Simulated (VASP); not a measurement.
A run of VASP 6.6.1 is set up as follows.

POSCAR

```
MgB2
1.0
    3.0584687587      0.0000000000      0.0000000000
   -1.5292343793      2.6487116417      0.0000000000
    0.0000000000      0.0000000000      3.4605243197
Mg B
1 2
Direct
    0.0000000000      0.0000000000      0.0000000000
    0.3333333333      0.6666666667      0.5000000000
    0.6666666667      0.3333333333      0.5000000000
```

INCAR.step1

```
SYSTEM = MgB2
ALGO = Normal ; EDIFF = 1E-4
ENCUT = 600 ; GGA = PE
ISMEAR = 0 ; LASPH = .True.
LCHARG = .False. ; LREAL = .False.
LWAVE = .True. ; NELM = 100
PREC = Accurate ; SIGMA = 0.05
```

File INCAR.step2:

```
SYSTEM = MgB2
ALGO = Normal ; EDIFF = 1E-6
EDIFFG = -0.01 ; ENCUT = 600
IBRION = 2 ; ISIF = 4
ISMEAR = 0 ; ISTART = 1
LASPH = .True. ; LCHARG = .False.
LMIXTAU = .True. ; LREAL = .False.
LWAVE = .False. ; METAGGA = R2SCAN
NELM = 100 ; NSW = 60
PREC = Accurate ; SIGMA = 0.05
```

The input KPOINTS:

```
k-points
0
Gamma
  8 8 6
  0 0 0
```

Potentials or basis: VASP PAW PBE potentials, release 64 (Mg, B).

Run with:

```console
$ cat potpaw_PBE.64/Mg/POTCAR potpaw_PBE.64/B/POTCAR > POTCAR
$ cp INCAR.step1 INCAR
$ mpirun -np 1 vasp_std > vasp.out
$ cp INCAR.step2 INCAR
$ mpirun -np 1 vasp_std > vasp.out
```

(1) Predict the band gap on the k mesh.

Results:

(1) zero (bands 4 and 5 overlap by 2.82 eV).
